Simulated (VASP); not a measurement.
# F (Cmce) in VASP: a series of runs

The runs below take F through dielectric tensor, with r2SCAN, PBE.

Program: VASP 6.6.1. These are calculated values, not measurements. Logs are shortened: lines on timing, memory, paths and dates and some standing lists are left out, and cuts for length are marked.

### 1 The cell of the first run

It takes space group Cmce (No. 64, orthorhombic). The conventional cell has a = 4.946 Å, b = 3.221 Å, c = 6.545 Å, α = 90.00°, β = 90.00°, γ = 90.00°. F (site symmetry m) has 1 F at 1.40 Å within 1.9 Å.

### 2 Dielectric tensor, r2SCAN

Contents of INCAR:

```
SYSTEM = F
ALGO     = Normal         ! electronic algorithm
EDIFF    = 1E-8           ! SCF threshold, eV
ENCUT    = 580            ! plane-wave cutoff, eV
GGA_COMPAT= .FALSE.      
ISIF     = 2              ! what is computed and relaxed
ISMEAR   = 0              ! smearing method
KPAR     = 4            
LASPH    = .TRUE.         ! aspherical terms in the spheres
LCALCEPS = .TRUE.       
LCHARG   = .FALSE.        ! write CHGCAR
LMIXTAU  = .TRUE.       
LREAL    = .FALSE.        ! projectors in reciprocal space
LWAVE    = .FALSE.        ! write WAVECAR
METAGGA  = R2SCAN         ! meta-GGA
NELM     = 120            ! most SCF steps
PREC     = Accurate       ! precision mode
SIGMA    = 0.01           ! smearing width, eV
```

Contents of KPOINTS:

```
k-points
0
G
  8 8 4
  0 0 0
```

Contents of POSCAR:

```
F
1.0
    2.4728542882     -1.6104303596      0.0000000000
    2.4728542882      1.6104303596      0.0000000000
    0.0000000000      0.0000000000      6.5449700122
F
4
Direct
    0.9054155717      0.0945844283      0.0963912690
    0.5945844283      0.4054155717      0.5963912690
    0.4054155717      0.5945844283      0.4036087310
    0.0945844283      0.9054155717      0.9036087310
```

Potentials or basis: VASP PAW PBE potentials, release 64 (F).

Launch:

```bash
> cat potpaw_PBE.64/F/POTCAR > POTCAR
> mpirun -np 4 vasp_std > vasp.out
```

OUTCAR:

```text
SYSTEM = F
   EDIFF = 1E-8
   ENCUT = 580
   ISIF = 2
   ISMEAR = 0
   LASPH = .TRUE.
   LREAL = .FALSE.
   METAGGA = R2SCAN
   NELM = 120
   PREC = Accurate

 ion  position               nearest neighbor table
   1  0.905  0.095  0.096-   4 1.40
   2  0.595  0.405  0.596-   3 1.40
   3  0.405  0.595  0.404-   2 1.40
   4  0.095  0.905  0.904-   1 1.40

  LATTYP: Found a base centered orthorhombic cell.
 ALAT       =     3.2208607192
 B/A-ratio  =     1.5355238887
 C/A-ratio  =     2.0320562057

  Lattice vectors:

 A1 = (  -2.4728542882,  -1.6104303596,   0.0000000000)
 A2 = (   2.4728542882,  -1.6104303596,   0.0000000000)
 A3 = (   0.0000000000,   0.0000000000,   6.5449700122)

Analysis of symmetry for initial positions (statically):
=====================================================================
 Subroutine PRICEL returns:
 Original cell was already a primitive cell.

 Routine SETGRP: Setting up the symmetry group for a
 base centered orthorhombic supercell.

 Subroutine GETGRP returns: Found  8 space group operations
 (whereof  4 operations were pure point group operations)
 out of a pool of  8 trial point group operations.

The static configuration has the point symmetry C_2h.
 The point group associated with its full space group is D_2h.

Analysis of symmetry for dynamics (positions and initial velocities):
=====================================================================
 Subroutine PRICEL returns:
 Original cell was already a primitive cell.

 Routine SETGRP: Setting up the symmetry group for a
 base centered orthorhombic supercell.

 Subroutine GETGRP returns: Found  8 space group operations
 (whereof  4 operations were pure point group operations)
 out of a pool of  8 trial point group operations.

The dynamic configuration has the point symmetry C_2h.
 The point group associated with its full space group is D_2h.

 Subroutine INISYM returns: Found  8 space group operations
 (whereof  4 operations are pure point group operations),
 and found     1 'primitive' translations

----------------------------------------------------------------------------------------

                                     Primitive cell
[... 144 lines left out ...]
  free energy    TOTEN  =       -12.53234977 eV

  energy without entropy =      -12.53234977  energy(sigma->0) =      -12.53234977

 E-fermi :  -4.7348     XC(G=0):  -8.9789

 val. band max:       -4.8206858477   @ k =   0.0000   0.0000   0.0000
 cond. band min:   10000.0000000000   @ k =   0.0000   0.0000   0.0000
 fundamental gap:  10004.8206858477
 Fermi energy:        -4.7347751495

 k-point     1 :       0.0000    0.0000    0.0000
  band No.  band energies     occupation
      1     -31.2547      2.00000
      2     -31.0643      2.00000
      3     -24.6623      2.00000
      4     -24.1306      2.00000
      5     -11.5421      2.00000
      6     -10.4665      2.00000
[... 481 lines left out ...]
      5     -11.3261      2.00000
      6     -10.7498      2.00000
[... 10 lines left out ...]
     17   10000.0000      0.00000
     18   10000.0000      0.00000

 [... further k-points ...]

------------------------ aborting loop because EDIFF is reached ----------------------------------------

            Ionic dipole moment: p[ion]=(     0.00000     0.00000     0.00000 ) |e| Angst

 Total electronic dipole moment: p[elc]=(    -0.00000     3.22086     6.54887 ) |e| Angst

 MACROSCOPIC STATIC DIELECTRIC TENSOR (including local field effects)
 ------------------------------------------------------
           1.547254     0.000000     0.000000
           0.000000     1.724955     0.000000
           0.000000    -0.000000     2.352218
 ------------------------------------------------------

 PIEZOELECTRIC TENSOR (including local field effects) (e Angst)
          XX          YY          ZZ          XY          YZ          ZX
  --------------------------------------------------------------------------------
  x     0.00000     0.00000     0.00000     0.00000     0.00000     0.00000
  y     0.00000     0.00000     0.00000     0.00000     0.00000     0.00000
  z     0.00000     0.00000     0.00000     0.00000     0.00000     0.00000

 PIEZOELECTRIC TENSOR (including local field effects) (C/m^2)
          XX          YY          ZZ          XY          YZ          ZX
  --------------------------------------------------------------------------------
  x     0.00000     0.00000     0.00000     0.00000     0.00000     0.00000
  y     0.00000     0.00000     0.00000     0.00000     0.00000     0.00000
  z     0.00000     0.00000     0.00000     0.00000     0.00000     0.00000

 BORN EFFECTIVE CHARGES (including local field effects) (in |e|, cummulative output)
 ---------------------------------------------------------------------------------
 ion    1
    1     0.00000     0.00000     0.00000
    2     0.00000     0.00000     0.05970
    3     0.00000     0.08979     0.00000
 ion    2
    1     0.00000     0.00000     0.00000
    2     0.00000     0.00000    -0.05970
    3     0.00000    -0.08979     0.00000
 ion    3
    1     0.00000     0.00000     0.00000
    2     0.00000     0.00000    -0.05970
    3     0.00000    -0.08979     0.00000
 ion    4
    1     0.00000     0.00000     0.00000
    2     0.00000     0.00000     0.05970
    3     0.00000     0.08979     0.00000

  FORCE on cell =-STRESS in cart. coord.  units (eV):
  Direction    XX          YY          ZZ          XY          YZ          ZX
  --------------------------------------------------------------------------------------
  -------------------------------------------------------------------------------------
  Total        0.0997208      0.3649348      1.2179843      0.0000000     -0.0000000      0.0000000
  in kB        3.0649123     11.2162519     37.4346801      0.0000000     -0.0000000      0.0000000
  external PRESSURE =      17.2386148 kB  Pullay stress =       0.0000000 kB

 VOLUME and BASIS-vectors are now :
 -----------------------------------------------------------------------------
  energy-cutoff  :      580.00
  volume of cell :       52.13
      direct lattice vectors                 reciprocal lattice vectors
     2.472854288 -1.610430360  0.000000000     0.202195496 -0.310476015  0.000000000
     2.472854288  1.610430360  0.000000000     0.202195496  0.310476015  0.000000000
     0.000000000  0.000000000  6.544970012     0.000000000  0.000000000  0.152789088

 POSITION                                       TOTAL-FORCE (eV/Angst)
 -----------------------------------------------------------------------------------
      2.47285     -1.30579      0.63088         0.000000      0.228927      0.483445
      2.47285     -0.30464      3.90336         0.000000     -0.228927      0.483445
      2.47285      0.30464      2.64161         0.000000      0.228927     -0.483445
      2.47285      1.30579      5.91409         0.000000     -0.228927     -0.483445
 -----------------------------------------------------------------------------------
    total drift:                               -0.000000      0.000000      0.000000

  FREE ENERGIE OF THE ION-ELECTRON SYSTEM (eV)
  ---------------------------------------------------
  free  energy   TOTEN  =       -12.5323497747 eV

  energy  without entropy=      -12.5323497747  energy(sigma->0) =      -12.53234977
```

stdout:

```text
POSCAR found type information on POSCAR F
 POSCAR found :  1 types and       4 ions
 scaLAPACK will be used
 -----------------------------------------------------------------------------
[... 118 lines left out ...]
 p_tot=( -0.679E-09  0.322E+01  0.655E+01 )
dp_tot=( -0.529E-09  0.332E-07  0.377E-02 )  diag[e(oo)]=(    ---      ---    2.30738 )
 p_tot=( -0.671E-09  0.322E+01  0.655E+01 )
dp_tot=( -0.522E-09  0.332E-07  0.379E-02 )  diag[e(oo)]=(    ---      ---    2.31527 )
 p_tot=( -0.661E-09  0.322E+01  0.655E+01 )
dp_tot=( -0.512E-09  0.332E-07  0.381E-02 )  diag[e(oo)]=(    ---      ---    2.32271 )
 p_tot=( -0.657E-09  0.322E+01  0.655E+01 )
dp_tot=( -0.507E-09  0.332E-07  0.383E-02 )  diag[e(oo
```

Wall time 17 min (4 MPI ranks of AMD EPYC 7R13 (Zen 3), shared host); peak memory 0.4 GiB.

What came out:

| Property | Result |
| --- | --- |
| Band gap on the k mesh | 3.71 eV |
| Electronic dielectric tensor (diagonal) | 1.55, 1.72, 2.35 |
| Born charges (mean of the diagonal) | F +0.00 e |

Electronic dielectric tensor:
```
1.55 0.00 0.00
0.00 1.72 0.00
0.00 0.00 2.35
```

Born effective charge tensors (e):
atom 1, F
```
0.00 0.00 0.00
0.00 0.00 0.06
0.00 0.09 0.00
```
atom 2, F
```
 0.00  0.00  0.00
 0.00  0.00 -0.06
 0.00 -0.09  0.00
```
atom 3, F
```
 0.00  0.00  0.00
 0.00  0.00 -0.06
 0.00 -0.09  0.00
```
atom 4, F
```
0.00 0.00 0.00
0.00 0.00 0.06
0.00 0.09 0.00
```

Dipole moments of the cell (e·Å, modulo the quantum): ionic 0.000, 0.000, 0.000; electronic 0.000, 3.221, 6.549

Caveat: the PAW data sets were made with another functional, which shifts forces and pressure a little. A k mesh can miss the band edges.

### 3 Dielectric tensor, PBE

Contents of INCAR:

```
  PREC = Accurate
  ENCUT = 520
  EDIFF = 1E-8
  ISMEAR = 0
  SIGMA = 0.01
  LREAL = False
  LASPH = True
  NELM = 120
  ALGO = Normal
  ISIF = 2
  LWAVE = False
  LCHARG = False
  GGA = PE
  LEPSILON = True
  GGA_COMPAT = False
```

Contents of KPOINTS:

```
Automatic mesh
0
Gamma
  8 8 4
```

POSCAR is that of step 2.

Potentials or basis: VASP PAW PBE potentials, release 64 (F).

Launch:

```bash
> cat potpaw_PBE.64/F/POTCAR > POTCAR
> mpirun -np 1 vasp_std > vasp.out
```

OUTCAR:

```text
PREC = Accurate
   ENCUT = 520
   EDIFF = 1E-8
   ISMEAR = 0
   LREAL = False
   LASPH = True
   NELM = 120
   ISIF = 2
   GGA = PE
   LEPSILON = True

 ion  position               nearest neighbor table
   1  0.905  0.095  0.096-   4 1.40
   2  0.595  0.405  0.596-   3 1.40
   3  0.405  0.595  0.404-   2 1.40
   4  0.095  0.905  0.904-   1 1.40

  LATTYP: Found a base centered orthorhombic cell.
 ALAT       =     3.2208607192
 B/A-ratio  =     1.5355238887
 C/A-ratio  =     2.0320562057

  Lattice vectors:

 A1 = (  -2.4728542882,  -1.6104303596,   0.0000000000)
 A2 = (   2.4728542882,  -1.6104303596,   0.0000000000)
 A3 = (   0.0000000000,   0.0000000000,   6.5449700122)

Analysis of symmetry for initial positions (statically):
[... 764 lines left out ...]
           1.600381     0.000000     0.000000
           0.000000     1.850453     0.000000
           0.000000    -0.000000     2.644124
 ------------------------------------------------------

 PIEZOELECTRIC TENSOR (including local field effects)  for field in x, y, z        (e  Angst)
          XX          YY          ZZ          XY          YZ          ZX
  --------------------------------------------------------------------------------
  x     0.00000     0.00000     0.00000     0.00000     0.00000     0.00000
  y     0.00000     0.00000     0.00000     0.00000     0.00000     0.00000
  z     0.00000     0.00000     0.00000     0.00000     0.00000     0.00000

 PIEZOELECTRIC TENSOR (including local field effects)  for field in x, y, z        (C/m^2)
          XX          YY          ZZ          XY          YZ          ZX
  --------------------------------------------------------------------------------
  x     0.00000     0.00000     0.00000     0.00000     0.00000     0.00000
  y     0.00000     0.00000     0.00000     0.00000     0.00000     0.00000
  z     0.00000     0.00000     0.00000     0.00000     0.00000     0.00000

 BORN EFFECTIVE CHARGES (including local field effects) (in |e|, cummulative output)
 ---------------------------------------------------------------------------------
 ion    1
    1     0.00000     0.00000     0.00000
    2     0.00000     0.00000     0.08080
    3     0.00000     0.12090     0.00000
 ion    2
    1     0.00000     0.00000     0.00000
    2     0.00000     0.00000    -0.08080
    3     0.00000    -0.12090     0.00000
 ion    3
    1     0.00000     0.00000     0.00000
    2     0.00000     0.00000    -0.08080
    3     0.00000    -0.12090     0.00000
 ion    4
    1     0.00000     0.00000     0.00000
    2     0.00000     0.00000     0.08080
    3     0.00000     0.12090     0.00000
```

It took 3.4 min on 1 thread of AMD EPYC 9R45 (Zen 5), shared host; peak memory 0.25 GiB.

Results:

```yaml
Band_gap_on_the_k_mesh: 2.87 eV
Electronic_dielectric_tensor_diagonal: 1.60, 1.85, 2.64
Born_charges_mean_of_the_diagonal: F +0.00 e
```

Levels at points of the mesh, in eV from the valence-band top:
| k point | band 12 | band 13 | band 14 | band 15 | band 16 | band 17 |
| --- | --- | --- | --- | --- | --- | --- |
| (0.00, 0.00, 0.00) | -0.21 | -0.04 | 0.00 | 2.87 | 3.96 | 9.99 |
| (0.50, 0.00, 0.00) | -0.59 | -0.12 | -0.12 | 3.55 | 3.55 | 14.87 |
| (0.50, 0.50, 0.00) | -0.68 | -0.26 | -0.25 | 3.19 | 3.85 | 15.24 |
| (0.00, 0.00, 0.50) | -0.39 | -0.02 | -0.02 | 3.39 | 3.39 | 10.93 |
| (0.50, 0.00, 0.50) | -0.51 | -0.07 | -0.07 | 3.49 | 3.49 | 15.17 |
| (0.50, 0.50, 0.50) | -0.60 | -0.49 | -0.49 | 3.52 | 3.52 | 15.68 |

Electronic dielectric tensor:
```
1.60 0.00 0.00
0.00 1.85 0.00
0.00 0.00 2.64
```

Born effective charge tensors (e):
atom 1, F
```
0.00 0.00 0.00
0.00 0.00 0.08
0.00 0.12 0.00
```
atom 2, F
```
 0.00  0.00  0.00
 0.00  0.00 -0.08
 0.00 -0.12  0.00
```
atom 3, F
```
 0.00  0.00  0.00
 0.00  0.00 -0.08
 0.00 -0.12  0.00
```
atom 4, F
```
0.00 0.00 0.00
0.00 0.00 0.08
0.00 0.12 0.00
```

Caveat: this functional lacks dispersion, which holds the molecules together, so the pressure and a relaxed volume are unreliable. A k mesh can miss the band edges.

The gap in the log of VASP goes by the Fermi energy; the results here count the filled bands.